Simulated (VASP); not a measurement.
# Ni (C2/m) in VASP: single point with PBE

Aim: the single point of Ni with PBE.

Everything below comes from runs of VASP 6.6.1. Logs are shortened: lines on timing, memory, paths and dates and some standing lists are left out, and cuts for length are marked.

### 1 The cell of the first run

It takes space group C2/m (No. 12, monoclinic). The conventional cell has a = 4.303 Å, b = 2.484 Å, c = 8.278 Å, α = 90.00°, β = 100.08°, γ = 90.00°. Within 3.3 Å of Ni (site symmetry m) lie 12 Ni at 2.48 to 2.49 Å. Ni (site symmetry m) has 12 Ni at 2.48 to 2.50 Å within 3.3 Å.

### 2 Single point, PBE, collinear spin, ferromagnetic start

Contents of INCAR:

```
SYSTEM = Ni
  ALGO = Normal
  EDIFF = 1E-6
  ENCUT = 520
  GGA = PE
  ISIF = 2
  ISMEAR = 0
  ISPIN = 2
  LASPH = .True.
  LCHARG = .False.
  LMAXMIX = 4
  LORBIT = 11
  LREAL = .False.
  LWAVE = .False.
  MAGMOM = 0.76 0.76 0.77 0.77
  NBANDS = 32
  NELM = 150
  PREC = Accurate
  SIGMA = 0.1
```

Contents of KPOINTS:

```
k-points
0
Gamma
  6 6 4
  0 0 0
```

Contents of POSCAR:

```
Ni
1.0
    2.1513595751     -1.2418261220     -0.0388485430
    2.1513595751      1.2418261220     -0.0388485430
   -1.3022226270      0.0000000000      8.1753536314
Ni
4
Direct
    0.2079609237      0.2079609237      0.1245479209
    0.7920390763      0.7920390763      0.8754520791
    0.3756731655      0.3756731655      0.6254022798
    0.6243268345      0.6243268345      0.3745977202
```

Potentials or basis: VASP PAW PBE potentials, release 64 (Ni).

The run is started by

```
> cat potpaw_PBE.64/Ni/POTCAR > POTCAR
> mpirun -np 1 vasp_std > vasp.out
```

OUTCAR:

```text
SYSTEM = Ni
   EDIFF = 1E-6
   ENCUT = 520
   GGA = PE
   ISIF = 2
   ISMEAR = 0
   ISPIN = 2
   LASPH = .True.
   LORBIT = 11
   LREAL = .False.
   NELM = 150
   PREC = Accurate

 ion  position               nearest neighbor table
   1  0.208  0.208  0.125-   2 2.48   2 2.49   2 2.49   4 2.49   4 2.49   4 2.49
   2  0.792  0.792  0.875-   1 2.48   1 2.49   1 2.49   3 2.49   3 2.49   3 2.49
   3  0.376  0.376  0.625-   2 2.49   2 2.49   2 2.49   4 2.50   4 2.50   4 2.50
   4  0.624  0.624  0.375-   1 2.49   1 2.49   1 2.49   3 2.50   3 2.50   3 2.50

  LATTYP: Found a base centered monoclinic cell.
 ALAT       =     4.3034206072
 B/A-ratio  =     0.5771344404
 C/A-ratio  =     1.9236830236
 COS(beta)  =    -0.1751076464

  Lattice vectors:

 A1 = (   2.1513595751,  -1.2418261220,  -0.0388485430)
 A2 = (   2.1513595751,   1.2418261220,  -0.0388485430)
 A3 = (  -1.3022226270,   0.0000000000,   8.1753536314)

Analysis of symmetry for initial positions (statically):
=====================================================================
 Subroutine PRICEL returns:
 Original cell was already a primitive cell.

 Routine SETGRP: Setting up the symmetry group for a
 base centered monoclinic supercell.

 Subroutine GETGRP returns: Found  4 space group operations
 (whereof  4 operations were pure point group operations)
 out of a pool of  4 trial point group operations.

The static configuration has the point symmetry C_2h.

Analysis of symmetry for dynamics (positions and initial velocities):
=====================================================================
 Subroutine PRICEL returns:
 Original cell was already a primitive cell.

 Routine SETGRP: Setting up the symmetry group for a
 base centered monoclinic supercell.

 Subroutine GETGRP returns: Found  4 space group operations
 (whereof  4 operations were pure point group operations)
 out of a pool of  4 trial point group operations.

The dynamic configuration has the point symmetry C_2h.

Analysis of structural, dynamic, and magnetic symmetry:
=====================================================================
 Subroutine PRICEL returns:
 Original cell was already a primitive cell.

 Routine SETGRP: Setting up the symmetry group for a
 base centered monoclinic supercell.

 Subroutine GETGRP returns: Found  4 space group operations
 (whereof  4 operations were pure point group operations)
 out of a pool of  4 trial point group operations.

The overall configuration has the point symmetry C_2h.

 Subroutine INISYM returns: Found  4 space group operations
 (whereof  4 operations are pure point group operations),
 and found     1 'primitive' translations

----------------------------------------------------------------------------------------

                                     Primitive cell

  volume of cell :      43.5571

  direct lattice vectors                    reciprocal lattice vectors
     2.151359575 -1.241826122 -0.038848543     0.233081594 -0.402632857  0.037126727
     2.151359575  1.241826122 -0.038848543     0.233081594  0.402632857  0.037126727
    -1.302222627  0.000000000  8.175353631     0.002215165  0.000000000  0.122671714

  length of vectors
     2.484348878  2.484348878  8.278417166     0.466710447  0.466710447  0.122691712

  position of ions in fractional coordinates (direct lattice)
     0.207960924  0.207960924  0.124547921
     0.792039076  0.792039076  0.875452079
     0.375673165  0.375673165  0.625402280
     0.624326835  0.624326835  0.374597720

  ion indices of the primitive-cell ions
   primitive index   ion index
                 1           1
                 2           2
                 3           3
                 4           4

----------------------------------------------------------------------------------------

 KPOINTS: k-points

Automatic generation of k-mesh.
 Grid dimensions read from file:
 generate k-points for:    6    6    4

 Generating k-lattice:

  Cartesian coordinates                     Fractional coordinates (reciprocal lattice)
     0.038846932 -0.067105476  0.006187788     0.166666667  0.000000000  0.000000000
     0.038846932  0.067105476  0.006187788     0.000000000  0.166666667  0.000000000
     0.000553791  0.000000000  0.030667928     0.000000000  0.000000000  0.250000000

  Length of vectors
     0.077785074  0.077785074  0.030672928

  Shift w.r.t. Gamma in fractional coordinates (k-lattice)
     0.000000000  0.000000000  0.000000000

 Subroutine IBZKPT returns following result:
 ===========================================

 Found     47 irreducible k-points:

 Following reciprocal coordinates:
            Coordinates               Weight
  0.000000  0.000000  0.000000      1.000000
  0.166667  0.000000  0.000000      4.000000
  0.333333 -0.000000  0.000000      4.000000
  0.500000 -0.000000  0.000000      2.000000
  0.166667  0.166667  0.000000      2.000000
  0.333333  0.166667  0.000000      4.000000
[... 16 lines left out ...]
 -0.333333  0.166667  0.250000      4.000000
 -0.166667  0.166667  0.250000      4.000000
 [... further k-points ...]
   k-points           NKPTS =     47   k-points in BZ     NKDIM =     47   number of bands    NBANDS=     32
   number of dos      NEDOS =    301   number of ions     NIONS =      4
   total plane-waves  NPLWV =  20736
   dimension x,y,z NGX =    18 NGY =   18 NGZ =   64
   dimension x,y,z NGXF=    36 NGYF=   36 NGZF=  128
   ions per type =               4
   NGX,Y,Z   is equivalent  to a cutoff of  12.05, 12.05, 12.85 a.u.
   NGXF,Y,Z  is equivalent  to a cutoff of  24.09, 24.09, 25.70 a.u.
 SYSTEM =  Ni
   PREC   = accura    normal or accurate (medium, high low for compatibility)
   ISTART =      0    job   : 0-new  1-cont  2-samecut
   ICHARG =      2    charge: 1-file 2-atom 10-const
   ISPIN  =      2    spin polarized calculation?
   LNONCOLLINEAR =      F non collinear calculations
   LSORBIT =      F    spin-orbit coupling
   LASPH  =      T    aspherical Exc in radial PAW
   ENCUT  =  520.0 eV  38.22 Ry    6.18 a.u.   4.62  4.62 15.39*2*pi/ulx,y,z
   NELM   =    150;   NELMIN=  2; NELMDL= -5     # of ELM steps
   EDIFF  = 0.1E-05   stopping-criterion for ELM
   LREAL  =      F    real-space projection
   EDIFFG = 0.1E-04   stopping-criterion for IOM
   NSW    =      0    number of steps for IOM
   IBRION =     -1    ionic relax: 0-MD 1-quasi-New 2-CG
   NFREE  =      0    steps in history (QN), initial steepest desc. (CG)
   ISIF   =      2    stress and relaxation
   ISYM   =      2    0-nonsym 1-usesym 2-fastsym
   POTIM  = 0.5000    time-step for ionic-motion
   TEBEG  =    0.0;   TEEND  =   0.0 temperature during run
   PSTRESS=    0.0 pullay stress
   NELECT =      40.0000    total number of electrons
   NUPDOWN=      -1.0000    fix difference up-down
   EMIN   =  10.00;   EMAX   =-10.00  energy-range for DOS
[... 5 lines left out ...]
     AMIX     =   0.40;   BMIX     =  1.00
     AMIX_MAG =   1.60;   BMIX_MAG =  1.00
  volume/ion in A,a.u.               =      10.89        73.48
  Fermi-wavevector in a.u.,A,eV,Ry     =   1.591262  3.007049 34.451515  2.532115
  Thomas-Fermi vector in A             =   2.689829
   LORBIT       =     11    0 simple, 1 ext, 2 COOP (PROOUT), +10 PAW based schemes
   GGA     = PE    functional components
   LHFCALC =     F    Hartree Fock is set to
   AEXX    =    0.0000 exact exchange contribution
   IVDW    =     0    specifies the selected vdW correction
   LEPSILON=     F    determine dielectric tensor
   LRPA    =     F    only Hartree local field effects (RPA)
 spin polarized calculation
 Gauss-broadening in eV      SIGMA  =   0.10
  energy-cutoff  :      520.00
  volume of cell :       43.56
 maximum number of plane-waves:      1190
   NGX =  9   NGY =  9   NGZ = 31

 number of electron      39.9999994 magnetization       2.4776903

 Free energy of the ion-electron system (eV)
  ---------------------------------------------------
  ext. energy  EPLUGINS =         0.00000000
  ---------------------------------------------------
  free energy    TOTEN  =       -21.90832442 eV

  energy without entropy =      -21.87449083  energy(sigma->0) =      -21.89140762

 E-fermi :   9.3366     XC(G=0): -13.2489

 val. band max:        9.3281685148   @ k =  -0.3333  -0.3333   0.2500
 cond. band min:       9.3366499335   @ k =  -0.3333   0.3333   0.5000
 fundamental gap:      0.0084814186
 Fermi energy:         9.3365841888

 spin component 1

 k-point     1 :       0.0000    0.0000    0.0000
  band No.  band energies     occupation
      1       0.3642      1.00000
      2       2.5817      1.00000
      3       2.5834      1.00000
      4       4.5475      1.00000
      5       6.6303      1.00000
      6       6.6319      1.00000
[... 24 lines left out ...]
     31      33.9451      0.00000
     32      34.0167      0.00000
[... 774 lines left out ...]
      2       3.9424      1.00000
      3       5.1007      1.00000
      4       5.7158      1.00000
      5       5.9005      1.00000
      6       6.0127      1.00000
[... 24 lines left out ...]
     31      25.0151      0.00000
     32      26.4732      0.00000

 [... further k-points ...]

 spin component 2

 k-point     1 :       0.0000    0.0000    0.0000
  band No.  band energies     occupation
      1       0.3211      1.00000
      2       2.5648      1.00000
      3       2.5656      1.00000
      4       4.9335      1.00000
      5       7.2283      1.00000
      6       7.2300      1.00000
[... 24 lines left out ...]
     31      33.8831      0.00000
     32      34.0501      0.00000
[... 774 lines left out ...]
      2       3.9876      1.00000
      3       5.2949      1.00000
      4       6.1331      1.00000
      5       6.3837      1.00000
      6       6.5958      1.00000
[... 24 lines left out ...]
     31      25.1133      0.00000
     32      26.5612      0.00000

 [... further k-points ...]
[... 5 lines left out ...]
  --------------------------------------------------------------------------------------
  -------------------------------------------------------------------------------------
  Total       -0.0315912     -0.0211469     -0.0310858      0.0000000      0.0000000     -0.0049687
  in kB       -1.1620309     -0.7778520     -1.1434394      0.0000000      0.0000000     -0.1827672
  external PRESSURE =      -1.0277741 kB  Pullay stress =       0.0000000 kB

 VOLUME and BASIS-vectors are now :
 -----------------------------------------------------------------------------
  energy-cutoff  :      520.00
  volume of cell :       43.56
      direct lattice vectors                 reciprocal lattice vectors
     2.151359575 -1.241826122 -0.038848543     0.233081594 -0.402632857  0.037126727
     2.151359575  1.241826122 -0.038848543     0.233081594  0.402632857  0.037126727
    -1.302222627  0.000000000  8.175353631     0.002215165  0.000000000  0.122671714

 POSITION                                       TOTAL-FORCE (eV/Angst)
 -----------------------------------------------------------------------------------
      0.73261      0.00000      1.00207         0.000743      0.000000     -0.004829
      2.26789      0.00000      7.09559        -0.000743      0.000000      0.004829
      0.80200      0.00000      5.08370        -0.001998      0.000000      0.000392
      2.19849      0.00000      3.01396         0.001998      0.000000     -0.000392
 -----------------------------------------------------------------------------------
    total drift:                                0.000000      0.000000      0.000000

  FREE ENERGIE OF THE ION-ELECTRON SYSTEM (eV)
  ---------------------------------------------------
  free  energy   TOTEN  =       -21.9083244177 eV

  energy  without entropy=      -21.8744908319  energy(sigma->0) =      -21.89140762

 total charge

# of ion       s       p       d       tot
------------------------------------------
    1        0.498   0.497   8.316   9.311
    2        0.498   0.497   8.316   9.311
    3        0.496   0.493   8.318   9.307
    4        0.496   0.493   8.318   9.307
--------------------------------------------------
tot          1.988   1.980  33.268  37.236

 magnetization (x)

# of ion       s       p       d       tot
------------------------------------------
    1       -0.008  -0.028   0.674   0.638
    2       -0.008  -0.028   0.674   0.638
    3       -0.007  -0.027   0.661   0.627
    4       -0.007  -0.027   0.661   0.627
--------------------------------------------------
tot         -0.029  -0.109   2.669   2.531
```

It took 5.5 min on 1 thread of Intel Xeon 8259CL, shared host; peak memory 0.22 GiB.

Results:

| Property | Result |
| --- | --- |
| Free energy | -21.9083 eV |
| Pressure | -0.1 GPa |
| Largest force | 0.005 eV/Å |
| Net moment | 2.48 μB per cell |
| Site moments | Ni +0.64, +0.63 μB |
| Valence electrons inside the program's atomic spheres | Ni 9.31 |

Forces in eV/Å, atoms in the order of the input:
```
Ni   0.001  0.000 -0.005
Ni  -0.001  0.000  0.005
Ni  -0.002  0.000  0.000
Ni   0.002  0.000  0.000
```

Caveat: the k points lie up to 0.49 Å⁻¹ apart.
